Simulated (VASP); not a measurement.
# TiAl (P-6m2) in VASP: further runs, part 2 of 2

VASP 6.6.1. The steps go on from the part before.

### Step 4. Single point, PBE

This run uses another cell than the first one, of 18.04 Å³/atom.

Input file INCAR:

```
SYSTEM = TiAl
PREC = Accurate ; ENCUT = 520
EDIFF = 1E-6 ; ISMEAR = 0
SIGMA = 0.15 ; LREAL = .False.
LASPH = .True. ; NELM = 60
ALGO = Normal ; ISIF = 2
LWAVE = .False. ; LCHARG = .True.
GGA = PE ; LELF = .True.
LVHAR = .True. ; NBANDS = 14
```

Input file KPOINTS:

```
Automatic mesh
0
Gamma
  18 18 10
  0 0 0
```

Input file POSCAR:

```
TiAl
1.0
    2.8809683428      0.0000000000      0.0000000000
   -1.4404841714      2.4949917724      0.0000000000
    0.0000000000      0.0000000000      5.0203000000
Ti Al
1 1
Direct
    0.0000000000      0.0000000000      0.0000000000
    0.3333333333      0.6666666667      0.5000000000
```

Potentials or basis: VASP PAW PBE potentials, release 64 (Ti_sv, Al).

Run with:

```
$ cat potpaw_PBE.64/Ti_sv/POTCAR potpaw_PBE.64/Al/POTCAR > POTCAR
$ mpirun -np 1 vasp_std > vasp.out
```

OUTCAR:

```text
SYSTEM = TiAl
   PREC = Accurate
   ENCUT = 520
   EDIFF = 1E-6
   ISMEAR = 0
   LREAL = .False.
   LASPH = .True.
   NELM = 60
   ISIF = 2
   GGA = PE

 ion  position               nearest neighbor table
   1  0.000  0.000  0.000-   2 3.01   2 3.01   2 3.01   2 3.01   2 3.01   2 3.01
   2  0.333  0.667  0.500-   1 3.01   1 3.01   1 3.01   1 3.01   1 3.01   1 3.01

  LATTYP: Found a hexagonal cell.
 ALAT       =     2.8809683428
 C/A-ratio  =     1.7425738164

  Lattice vectors:

 A1 = (   2.8809683428,   0.0000000000,   0.0000000000)
 A2 = (  -1.4404841714,   2.4949917724,   0.0000000000)
 A3 = (   0.0000000000,   0.0000000000,   5.0203000000)

Analysis of symmetry for initial positions (statically):
=====================================================================
 Subroutine PRICEL returns:
 Original cell was already a primitive cell.

 Routine SETGRP: Setting up the symmetry group for a
 hexagonal supercell.

 Subroutine GETGRP returns: Found 12 space group operations
 (whereof 12 operations were pure point group operations)
 out of a pool of 24 trial point group operations.

The static configuration has the point symmetry D_3h.

Analysis of symmetry for dynamics (positions and initial velocities):
=====================================================================
 Subroutine PRICEL returns:
 Original cell was already a primitive cell.

 Routine SETGRP: Setting up the symmetry group for a
 hexagonal supercell.

 Subroutine GETGRP returns: Found 12 space group operations
 (whereof 12 operations were pure point group operations)
 out of a pool of 24 trial point group operations.

The dynamic configuration has the point symmetry D_3h.

 Subroutine INISYM returns: Found 12 space group operations
 (whereof 12 operations are pure point group operations),
 and found     1 'primitive' translations

----------------------------------------------------------------------------------------

                                     Primitive cell

  volume of cell :      36.0859

  direct lattice vectors                    reciprocal lattice vectors
     2.880968343  0.000000000  0.000000000     0.347105515  0.200401462  0.000000000
    -1.440484171  2.494991772  0.000000000     0.000000000  0.400802925  0.000000000
     0.000000000  0.000000000  5.020300000     0.000000000  0.000000000  0.199191283

  length of vectors
     2.880968343  2.880968343  5.020300000     0.400802925  0.400802925  0.199191283

  position of ions in fractional coordinates (direct lattice)
     0.000000000  0.000000000  0.000000000
     0.333333333  0.666666667  0.500000000

  ion indices of the primitive-cell ions
   primitive index   ion index
                 1           1
                 2           2

----------------------------------------------------------------------------------------

 KPOINTS: Automatic mesh

Automatic generation of k-mesh.
 Grid dimensions read from file:
 generate k-points for:   18   18   10

 Generating k-lattice:

  Cartesian coordinates                     Fractional coordinates (reciprocal lattice)
     0.019283640  0.011133415  0.000000000     0.055555556  0.000000000  0.000000000
[... 42 lines left out ...]
   number of dos      NEDOS =    301   number of ions     NIONS =      2
   total plane-waves  NPLWV =  23040
   dimension x,y,z NGX =    24 NGY =   24 NGZ =   40
   dimension x,y,z NGXF=    48 NGYF=   48 NGZF=   80
   ions per type =               1   1
   NGX,Y,Z   is equivalent  to a cutoff of  13.85, 13.85, 13.25 a.u.
   NGXF,Y,Z  is equivalent  to a cutoff of  27.70, 27.70, 26.49 a.u.
 SYSTEM =  TiAl
   PREC   = accura    normal or accurate (medium, high low for compatibility)
   ISTART =      0    job   : 0-new  1-cont  2-samecut
   ICHARG =      2    charge: 1-file 2-atom 10-const
   ISPIN  =      1    spin polarized calculation?
   LNONCOLLINEAR =      F non collinear calculations
   LSORBIT =      F    spin-orbit coupling
   LASPH  =      T    aspherical Exc in radial PAW
   ENCUT  =  520.0 eV  38.22 Ry    6.18 a.u.   5.36  5.36  9.33*2*pi/ulx,y,z
   NELM   =     60;   NELMIN=  2; NELMDL= -5     # of ELM steps
   EDIFF  = 0.1E-05   stopping-criterion for ELM
   LREAL  =      F    real-space projection
   EDIFFG = 0.1E-04   stopping-criterion for IOM
   NSW    =      0    number of steps for IOM
   IBRION =     -1    ionic relax: 0-MD 1-quasi-New 2-CG
   NFREE  =      0    steps in history (QN), initial steepest desc. (CG)
   ISIF   =      2    stress and relaxation
   ISYM   =      2    0-nonsym 1-usesym 2-fastsym
   POTIM  = 0.5000    time-step for ionic-motion
   TEBEG  =    0.0;   TEEND  =   0.0 temperature during run
   PSTRESS=    0.0 pullay stress
   NELECT =      15.0000    total number of electrons
   NUPDOWN=      -1.0000    fix difference up-down
   EMIN   =  10.00;   EMAX   =-10.00  energy-range for DOS
   EFERMI =   0.00;   METHOD = LEGACY
   ISMEAR =     0;   SIGMA  =   0.15  broadening in eV -4-tet -1-fermi 0-gaus
   EFERMI_NEDOS =   21; number of points for ismear=-14 and -15
   IALGO  =     38    algorithm
   IMIX   =      4    mixing-type and parameters
     AMIX     =   0.40;   BMIX     =  1.00
     AMIX_MAG =   1.60;   BMIX_MAG =  1.00
  volume/ion in A,a.u.               =      18.04       121.76
  Fermi-wavevector in a.u.,A,eV,Ry     =   1.221779  2.308828 20.310030  1.492745
  Thomas-Fermi vector in A             =   2.356950
   LORBIT       =      0    0 simple, 1 ext, 2 COOP (PROOUT), +10 PAW based schemes
   GGA     = PE    functional components
   LHFCALC =     F    Hartree Fock is set to
   AEXX    =    0.0000 exact exchange contribution
   IVDW    =     0    specifies the selected vdW correction
   LEPSILON=     F    determine dielectric tensor
   LRPA    =     F    only Hartree local field effects (RPA)
 non-spin polarized calculation
 Gauss-broadening in eV      SIGMA  =   0.15
  energy-cutoff  :      520.00
  volume of cell :       36.09
 maximum number of plane-waves:       996
 NGX is ok and might be reduce to    24
   NGX = 11   NGY = 11   NGZ = 19

 number of electron      14.9999999 magnetization

 Free energy of the ion-electron system (eV)
  ---------------------------------------------------
  ext. energy  EPLUGINS =         0.00000000
  ---------------------------------------------------
  free energy    TOTEN  =       -11.96939877 eV

  energy without entropy =      -11.94454734  energy(sigma->0) =      -11.95697306

 E-fermi :   7.1403     XC(G=0): -10.5930

 val. band max:        7.1382658016   @ k =   0.3333   0.2778   0.3000
 cond. band min:       7.1421752283   @ k =   0.1667   0.1667   0.2000
 fundamental gap:      0.0039094267
 Fermi energy:         7.1402923333

 k-point     1 :       0.0000    0.0000    0.0000
  band No.  band energies     occupation
      1     -49.5746      2.00000
      2     -25.8916      2.00000
      3     -25.4756      2.00000
      4     -25.4756      2.00000
      5      -1.5669      2.00000
      6       4.6070      2.00000
      7       4.8863      2.00000
      8       8.3324      0.00000
      9       8.3324      0.00000
     10       9.7942      0.00000
     11       9.7942      0.00000
     12       9.9378      0.00000
     13      20.0365      0.00000
     14      20.0365      0.00000
[... 377 lines left out ...]
      1     -49.4862      2.00000
      2     -25.9819      2.00000
      3     -25.8062      2.00000
      4     -25.6367      2.00000
      5       3.1403      2.00000
      6       5.3786      2.00000
      7       5.8352      2.00000
      8       6.3755      2.00000
      9       8.7016      0.00000
     10       9.8503      0.00000
     11      10.6103      0.00000
     12      11.2443      0.00000
     13      12.2486      0.00000
     14      13.1079      0.00000

 [... further k-points ...]

------------------------ aborting loop because EDIFF is reached ----------------------------------------

  FORCE on cell =-STRESS in cart. coord.  units (eV):
  Direction    XX          YY          ZZ          XY          YZ          ZX
  --------------------------------------------------------------------------------------
  -------------------------------------------------------------------------------------
  Total       -0.8203765     -0.8203765     -3.2144257      0.0000000      0.0000000      0.0000000
  in kB      -36.4239083    -36.4239083   -142.7173246      0.0000000      0.0000000      0.0000000
  external PRESSURE =     -71.8550470 kB  Pullay stress =       0.0000000 kB

 VOLUME and BASIS-vectors are now :
 -----------------------------------------------------------------------------
  energy-cutoff  :      520.00
  volume of cell :       36.09
      direct lattice vectors                 reciprocal lattice vectors
     2.880968343  0.000000000  0.000000000     0.347105515  0.200401462  0.000000000
    -1.440484171  2.494991772  0.000000000     0.000000000  0.400802925  0.000000000
     0.000000000  0.000000000  5.020300000     0.000000000  0.000000000  0.199191283

 POSITION                                       TOTAL-FORCE (eV/Angst)
 -----------------------------------------------------------------------------------
      0.00000      0.00000      0.00000         0.000000      0.000000      0.000000
     -0.00000      1.66333      2.51015        -0.000000      0.000000      0.000000
 -----------------------------------------------------------------------------------
    total drift:                                0.000000     -0.000000      0.000000

  FREE ENERGIE OF THE ION-ELECTRON SYSTEM (eV)
  ---------------------------------------------------
  free  energy   TOTEN  =       -11.9693987728 eV

  energy  without entropy=      -11.9445473374  energy(sigma->0) =      -11.95697306
```

stdout:

```text
POSCAR found type information on POSCAR TiAl
 POSCAR found :  2 types and       2 ions
 scaLAPACK will be used
 LDA part: xc-table for (Slater+PW92), standard interpolation
 POSCAR, INCAR and KPOINTS ok, starting setup
 FFT: planning ... GRIDC
 FFT: planning ... GRID_SOFT
 FFT: planning ... GRID
 WAVECAR not read
 entering main loop
```

It took 2.3 min on 1 thread of Intel Xeon 8259CL, shared host; peak memory 0.25 GiB.

Results:

* Free energy: -11.9694 eV
* Pressure: -7.2 GPa
* Band gap on the k mesh: zero (an odd number of electrons rules out a gap without spin polarisation)

Caveat: the stress differs along the axes, from -14 to -4 GPa.

### Step 5. Summary

```csv
cell,gap on the mesh (eV),pressure (GPa)
"a = 2.953, b = 2.953, c = 4.741 Å, angles 90.0, 90.0, 120.0°, 2 atoms",none,-6.4
"a = 2.989, b = 2.989, c = 4.648 Å, angles 90.0, 90.0, 120.0°, 2 atoms",none,-6.4
"a = 2.881, b = 2.881, c = 5.020 Å, angles 90.0, 90.0, 120.0°, 2 atoms",none,-7.2
```

Alike in all rows: task single point; level PBE; potentials or basis VASP PAW PBE potentials, release 64 (Ti_sv, Al); no spin polarisation; k mesh 18 × 18 × 10; cutoff (eV) 520; smearing gaussian 0.15 eV.

Caveats: the cell stands under tension (at least some runs); the stress differs along the axes, from -14 to -4 GPa (at least some runs).

Total energies depend on the potentials used, so only differences within one code and one set of settings carry meaning.
